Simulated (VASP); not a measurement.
# InBi (F-43m) in VASP: further runs

The runs below take InBi through single point, with LDA.

Program: VASP 6.6.1. These are calculated values, not measurements. Logs are shortened: lines on timing, memory, paths and dates and some standing lists are left out, and cuts for length are marked.

### 1 The cell of the first run

The structure is cubic, space group F-43m (No. 216). The conventional cell has a = 6.827 Å, b = 6.827 Å, c = 6.827 Å, α = 90.00°, β = 90.00°, γ = 90.00°. In (site symmetry -43m) has 4 Bi at 2.96 Å within 3.9 Å. Bi (site symmetry -43m) has 4 In at 2.96 Å within 3.9 Å.

### 2 Single point, LDA

Contents of INCAR:

```
SYSTEM = InBi
PREC = Accurate
ENCUT = 520
EDIFF = 1E-7
ISMEAR = -1
SIGMA = 0.3
LREAL = .FALSE.
LASPH = .TRUE.
NELM = 60
ALGO = Normal
ISIF = 2
LWAVE = .FALSE.
LCHARG = .FALSE.
NBANDS = 21
```

Contents of KPOINTS:

```
Automatic mesh
0
G
  6 6 6
  0 0 0
```

Contents of POSCAR:

```
InBi
1.0
    0.0000000000      3.4133504436      3.4133504436
    3.4133504436      0.0000000000      3.4133504436
    3.4133504436      3.4133504436      0.0000000000
In Bi
1 1
Direct
    0.0000000000      0.0000000000      0.0000000000
    0.2500000000      0.2500000000      0.2500000000
```

Potentials or basis: VASP PAW LDA potentials, release 64 (In_d, Bi_d).

On the command line:

```bash
> cat potpaw_LDA.64/In_d/POTCAR potpaw_LDA.64/Bi_d/POTCAR > POTCAR
> mpirun -np 1 vasp_std > vasp.out
```

OUTCAR:

```text
SYSTEM = InBi
   PREC = Accurate
   ENCUT = 520
   EDIFF = 1E-7
   ISMEAR = -1
   LREAL = .FALSE.
   LASPH = .TRUE.
   NELM = 60
   ISIF = 2

 ion  position               nearest neighbor table
   1  0.000  0.000  0.000-   2 2.96   2 2.96   2 2.96   2 2.96
   2  0.250  0.250  0.250-   1 2.96   1 2.96   1 2.96   1 2.96

  LATTYP: Found a face centered cubic cell.
 ALAT       =     6.8267008872

  Lattice vectors:

 A1 = (   0.0000000000,   3.4133504436,   3.4133504436)
 A2 = (   3.4133504436,   0.0000000000,   3.4133504436)
 A3 = (   3.4133504436,   3.4133504436,   0.0000000000)

Analysis of symmetry for initial positions (statically):
=====================================================================
 Subroutine PRICEL returns:
 Original cell was already a primitive cell.

 Routine SETGRP: Setting up the symmetry group for a
 face centered cubic supercell.

 Subroutine GETGRP returns: Found 24 space group operations
 (whereof 24 operations were pure point group operations)
 out of a pool of 48 trial point group operations.

The static configuration has the point symmetry T_d .

Analysis of symmetry for dynamics (positions and initial velocities):
=====================================================================
 Subroutine PRICEL returns:
 Original cell was already a primitive cell.

 Routine SETGRP: Setting up the symmetry group for a
 face centered cubic supercell.

 Subroutine GETGRP returns: Found 24 space group operations
 (whereof 24 operations were pure point group operations)
 out of a pool of 48 trial point group operations.

The dynamic configuration has the point symmetry T_d .

 Subroutine INISYM returns: Found 24 space group operations
 (whereof 24 operations are pure point group operations),
 and found     1 'primitive' translations

----------------------------------------------------------------------------------------

                                     Primitive cell

  volume of cell :      79.5376

  direct lattice vectors                    reciprocal lattice vectors
     0.000000000  3.413350444  3.413350444    -0.146483641  0.146483641  0.146483641
     3.413350444  0.000000000  3.413350444     0.146483641 -0.146483641  0.146483641
     3.413350444  3.413350444  0.000000000     0.146483641  0.146483641 -0.146483641

  length of vectors
     4.827206490  4.827206490  4.827206490     0.253717108  0.253717108  0.253717108

  position of ions in fractional coordinates (direct lattice)
     0.000000000  0.000000000  0.000000000
     0.250000000  0.250000000  0.250000000

  ion indices of the primitive-cell ions
   primitive index   ion index
                 1           1
                 2           2

----------------------------------------------------------------------------------------

 KPOINTS: Automatic mesh

Automatic generation of k-mesh.
 Grid dimensions read from file:
 generate k-points for:    6    6    6

 Generating k-lattice:

  Cartesian coordinates                     Fractional coordinates (reciprocal lattice)
    -0.024413940  0.024413940  0.024413940     0.166666667  0.000000000  0.000000000
     0.024413940 -0.024413940  0.024413940     0.000000000  0.166666667  0.000000000
     0.024413940  0.024413940 -0.024413940     0.000000000  0.000000000  0.166666667

  Length of vectors
     0.042286185  0.042286185  0.042286185

  Shift w.r.t. Gamma in fractional coordinates (k-lattice)
     0.000000000  0.000000000  0.000000000

 Subroutine IBZKPT returns following result:
 ===========================================

 Found     16 irreducible k-points:

 Following reciprocal coordinates:
            Coordinates               Weight
  0.000000  0.000000  0.000000      1.000000
  0.166667  0.000000  0.000000      8.000000
  0.333333  0.000000  0.000000      8.000000
  0.500000  0.000000  0.000000      4.000000
  0.166667  0.166667  0.000000      6.000000
  0.333333  0.166667  0.000000     24.000000
[... 8 lines left out ...]
 -0.333333  0.333333  0.166667     24.000000
 -0.333333  0.500000  0.166667     12.000000
   k-points           NKPTS =     16   k-points in BZ     NKDIM =     16   number of bands    NBANDS=     21
   number of dos      NEDOS =    301   number of ions     NIONS =      2
   total plane-waves  NPLWV =  46656
   dimension x,y,z NGX =    36 NGY =   36 NGZ =   36
   dimension x,y,z NGXF=    72 NGYF=   72 NGZF=   72
   ions per type =               1   1
   NGX,Y,Z   is equivalent  to a cutoff of  12.40, 12.40, 12.40 a.u.
   NGXF,Y,Z  is equivalent  to a cutoff of  24.80, 24.80, 24.80 a.u.
 SYSTEM =  InBi
   PREC   = accura    normal or accurate (medium, high low for compatibility)
   ISTART =      0    job   : 0-new  1-cont  2-samecut
   ICHARG =      2    charge: 1-file 2-atom 10-const
   ISPIN  =      1    spin polarized calculation?
   LNONCOLLINEAR =      F non collinear calculations
   LSORBIT =      F    spin-orbit coupling
   LASPH  =      T    aspherical Exc in radial PAW
   ENCUT  =  520.0 eV  38.22 Ry    6.18 a.u.   8.98  8.98  8.98*2*pi/ulx,y,z
   NELM   =     60;   NELMIN=  2; NELMDL= -5     # of ELM steps
   EDIFF  = 0.1E-06   stopping-criterion for ELM
   LREAL  =      F    real-space projection
   EDIFFG = 0.1E-05   stopping-criterion for IOM
   NSW    =      0    number of steps for IOM
   IBRION =     -1    ionic relax: 0-MD 1-quasi-New 2-CG
   NFREE  =      0    steps in history (QN), initial steepest desc. (CG)
   ISIF   =      2    stress and relaxation
   ISYM   =      2    0-nonsym 1-usesym 2-fastsym
   POTIM  = 0.5000    time-step for ionic-motion
   TEBEG  =    0.0;   TEEND  =   0.0 temperature during run
   PSTRESS=    0.0 pullay stress
   NELECT =      28.0000    total number of electrons
   NUPDOWN=      -1.0000    fix difference up-down
   EMIN   =  10.00;   EMAX   =-10.00  energy-range for DOS
   EFERMI =   0.00;   METHOD = LEGACY
   ISMEAR =    -1;   SIGMA  =   0.30  broadening in eV -4-tet -1-fermi 0-gaus
   EFERMI_NEDOS =   21; number of points for ismear=-14 and -15
   IALGO  =     38    algorithm
   IMIX   =      4    mixing-type and parameters
     AMIX     =   0.40;   BMIX     =  1.00
     AMIX_MAG =   1.60;   BMIX_MAG =  1.00
  volume/ion in A,a.u.               =      39.77       268.37
  Fermi-wavevector in a.u.,A,eV,Ry     =   1.155944  2.184417 18.180180  1.336206
  Thomas-Fermi vector in A             =   2.292568
   LORBIT       =      0    0 simple, 1 ext, 2 COOP (PROOUT), +10 PAW based schemes
   GGA     = CA    functional components
   LHFCALC =     F    Hartree Fock is set to
   AEXX    =    0.0000 exact exchange contribution
   IVDW    =     0    specifies the selected vdW correction
   LEPSILON=     F    determine dielectric tensor
   LRPA    =     F    only Hartree local field effects (RPA)
 non-spin polarized calculation
  energy-cutoff  :      520.00
  volume of cell :       79.54
 maximum number of plane-waves:      2168
   NGX = 17   NGY = 17   NGZ = 17

 number of electron      27.9999985 magnetization

 Free energy of the ion-electron system (eV)
  ---------------------------------------------------
  ext. energy  EPLUGINS =         0.00000000
  ---------------------------------------------------
  free energy    TOTEN  =        -7.70622157 eV

  energy without entropy =       -7.51907224  energy(sigma->0) =       -7.61264690

 E-fermi :   3.9678     XC(G=0):  -8.6900

 val. band max:        3.8758155738   @ k =   0.3333   0.0000   0.0000
 cond. band min:       3.9796161767   @ k =   0.0000   0.0000   0.0000
 fundamental gap:      0.1038006030
 Fermi energy:         3.9677752938

 k-point     1 :       0.0000    0.0000    0.0000
  band No.  band energies     occupation
      1     -18.4441      2.00000
      2     -18.4441      2.00000
      3     -18.4441      2.00000
      4     -18.4188      2.00000
      5     -18.4188      2.00000
      6     -10.5311      2.00000
[... 13 lines left out ...]
     20      12.1932      0.00000
     21      12.2214      0.00000

 k-point     2 :       0.1667    0.0000    0.0000
  band No.  band energies     occupation
      1     -18.4441      2.00000
      2     -18.4436      2.00000
      3     -18.4436      2.00000
      4     -18.4185      2.00000
      5     -18.4185      2.00000
      6     -10.5464      2.00000
[... 13 lines left out ...]
     20      11.1448      0.00000
     21      11.1448      0.00000

 k-point     3 :       0.3333    0.0000    0.0000
  band No.  band energies     occupation
      1     -18.4441      2.00000
      2     -18.4426      2.00000
      3     -18.4426      2.00000
      4     -18.4178      2.00000
      5     -18.4178      2.00000
      6     -10.5755      2.00000
[... 13 lines left out ...]
     20      11.4543      0.00000
     21      11.4543      0.00000

 k-point     4 :       0.5000    0.0000    0.0000
  band No.  band energies     occupation
      1     -18.4441      2.00000
      2     -18.4421      2.00000
      3     -18.4421      2.00000
      4     -18.4174      2.00000
      5     -18.4174      2.00000
      6     -10.5895      2.00000
[... 13 lines left out ...]
     20      12.3786      0.00000
     21      12.5666      0.00000

 k-point     5 :       0.1667    0.1667    0.0000
  band No.  band energies     occupation
      1     -18.4450      2.00000
      2     -18.4430      2.00000
      3     -18.4430      2.00000
      4     -18.4191      2.00000
      5     -18.4178      2.00000
      6     -10.5553      2.00000
[... 13 lines left out ...]
     20      10.4742      0.00000
     21      12.5194      0.00000
[... 190 lines left out ...]
     20      12.7440      0.00000
     21      14.2746      0.00000

 k-point    14 :       0.5000    0.3333    0.1667
  band No.  band energies     occupation
      1     -18.4449      2.00000
      2     -18.4419      2.00000
      3     -18.4409      2.00000
      4     -18.4186      2.00000
      5     -18.4162      2.00000
      6     -10.5986      2.00000
[... 13 lines left out ...]
     20      12.0069      0.00000
     21      13.3022      0.00000

 k-point    15 :      -0.3333    0.3333    0.1667
  band No.  band energies     occupation
      1     -18.4436      2.00000
      2     -18.4431      2.00000
      3     -18.4404      2.00000
      4     -18.4182      2.00000
      5     -18.4162      2.00000
      6     -10.6070      2.00000
[... 13 lines left out ...]
     20      12.8719      0.00000
     21      13.2407      0.00000

 k-point    16 :      -0.3333    0.5000    0.1667
  band No.  band energies     occupation
      1     -18.4455      2.00000
      2     -18.4416      2.00000
      3     -18.4397      2.00000
      4     -18.4190      2.00000
      5     -18.4154      2.00000
      6     -10.6141      2.00000
[... 13 lines left out ...]
     20      13.1065      0.00000
     21      13.6552      0.00000

------------------------ aborting loop because EDIFF is reached ----------------------------------------

  FORCE on cell =-STRESS in cart. coord.  units (eV):
  Direction    XX          YY          ZZ          XY          YZ          ZX
  --------------------------------------------------------------------------------------
  -------------------------------------------------------------------------------------
  Total       -1.0680934     -1.0680934     -1.0680934      0.0000000     -0.0000000      0.0000000
  in kB      -21.5152879    -21.5152879    -21.5152879      0.0000000     -0.0000000      0.0000000
  external PRESSURE =     -21.5152879 kB  Pullay stress =       0.0000000 kB

 VOLUME and BASIS-vectors are now :
 -----------------------------------------------------------------------------
  energy-cutoff  :      520.00
  volume of cell :       79.54
      direct lattice vectors                 reciprocal lattice vectors
     0.000000000  3.413350444  3.413350444    -0.146483641  0.146483641  0.146483641
     3.413350444  0.000000000  3.413350444     0.146483641 -0.146483641  0.146483641
     3.413350444  3.413350444  0.000000000     0.146483641  0.146483641 -0.146483641

 POSITION                                       TOTAL-FORCE (eV/Angst)
 -----------------------------------------------------------------------------------
      0.00000      0.00000      0.00000         0.000000      0.000000      0.000000
      1.70668      1.70668      1.70668        -0.000000     -0.000000     -0.000000
 -----------------------------------------------------------------------------------
    total drift:                                0.000000      0.000000      0.000000

  FREE ENERGIE OF THE ION-ELECTRON SYSTEM (eV)
  ---------------------------------------------------
  free  energy   TOTEN  =        -7.7062215666 eV

  energy  without entropy=       -7.5190722428  energy(sigma->0) =       -7.61264690
```

It took 61 s on 1 thread of AMD EPYC 7R13, shared host; peak memory 0.15 GiB.

What came out:

```yaml
Free_energy: -7.7062 eV
Pressure: -2.2 GPa
Band_gap_on_the_k_mesh: zero (band 14 reaches 3.98 eV, above the bottom of band 15 at 3.71 eV)
```

Caveat: spin-orbit coupling is left out, which moves the levels of the heavy elements.

### 3 Single point, LDA

This run uses another cell than the first one, of 40.80 Å³/atom, 1.026 times its volume.

Contents of INCAR:

```
SYSTEM = InBi
PREC = Accurate
ENCUT = 520
EDIFF = 1E-6
ISMEAR = -1
SIGMA = 0.3
LREAL = .False.
LASPH = .True.
NELM = 100
ALGO = Normal
ISIF = 2
LWAVE = .False.
LCHARG = .True.
GGA = CA
LELF = .True.
LVHAR = .True.
NBANDS = 21
```

Contents of KPOINTS:

```
regular mesh
0
Gamma
  6 6 6
  0 0 0
```

Contents of POSCAR:

```
InBi
1.0
    0.0000000000      3.4426510222      3.4426510222
    3.4426510222      0.0000000000      3.4426510222
    3.4426510222      3.4426510222      0.0000000000
In Bi
1 1
Direct
    0.0000000000      0.0000000000      0.0000000000
    0.2500000000      0.2500000000      0.2500000000
```

Potentials or basis: VASP PAW LDA potentials, release 64 (In_d, Bi_d).

On the command line:

```bash
> cat potpaw_LDA.64/In_d/POTCAR potpaw_LDA.64/Bi_d/POTCAR > POTCAR
> mpirun -np 1 vasp_std > vasp.out
```

Wall time 59 s (1 thread of AMD EPYC 7R13, shared host); peak memory 0.15 GiB.

It converged, with:

```yaml
Free_energy: -7.6751 eV
Pressure: -2.8 GPa
Band_gap_on_the_k_mesh: zero (band 14 reaches 3.74 eV, above the bottom of band 15 at 3.45 eV)
```

Levels at points of the mesh, in eV from the Fermi level:
```csv
k point,band 11,band 12,band 13,band 14,band 15,band 16,band 17,band 18
"(0.00, 0.00, 0.00)",-11.32,-2.21,0.01,0.01,0.01,2.81,2.81,2.81
"(0.50, 0.00, 0.00)",-10.55,-5.31,-0.86,-0.86,-0.28,3.65,3.65,5.65
"(0.50, 0.50, 0.00)",-10.26,-5.56,-1.92,-1.92,1.16,1.19,7.11,7.11
```

Caveat: spin-orbit coupling is left out, which moves the levels of the heavy elements.

(Continued in part 2 of 2.)
